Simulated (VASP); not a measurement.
Set up this calculation in VASP 6.6.1, as the native input.

| Quantity | Value |
| --- | --- |
| Task | single point |
| Functional | PBE |
| Potentials or basis | VASP PAW PBE potentials, release 64 (Rb_sv, Cd) |
| Cutoff | 500 eV |
| k mesh | 12 × 12 × 12 |
| Occupations | gaussian, width 0.1 eV |
| Spin | no spin polarisation |
| Dipole correction | no |
| Further INCAR settings | ALGO = Normal; EDIFF = 1e-06; NBANDS = 18 |

The structure of RbCd lies in POSCAR:

```
RbCd
1.0
    4.4588373364      0.0000000000      0.0000000000
    0.0000000000      4.4588373364      0.0000000000
    0.0000000000      0.0000000000      4.4588373364
Rb Cd
1 1
Direct
    0.5000000000      0.5000000000      0.5000000000
    0.0000000000      0.0000000000      0.0000000000
```

This cell differs from its parent crystal: volume scaled by 0.94.

The input as run:

INCAR

```
ALGO = Normal ; EDIFF = 1E-6
ENCUT = 500 ; GGA = PE
GGA_COMPAT = F ; ISIF = 2
ISMEAR = 0 ; LASPH = T
LCHARG = F ; LREAL = F
LWAVE = F ; NBANDS = 18
NELM = 120 ; PREC = Accurate
SIGMA = 0.1
```

KPOINTS

```
k-points
0
Gamma
  12 12 12
```

Potentials or basis: VASP PAW PBE potentials, release 64 (Rb_sv, Cd).

Run with:

```console
$ cat potpaw_PBE.64/Rb_sv/POTCAR potpaw_PBE.64/Cd/POTCAR > POTCAR
$ mpirun -np 1 vasp_std > vasp.out
```

Results of the run:

- Pressure: 0.5 GPa

Run time: 82 s on 1 thread of Intel Xeon 6975P-C, with other jobs on the host, peak memory 0.29 GiB.
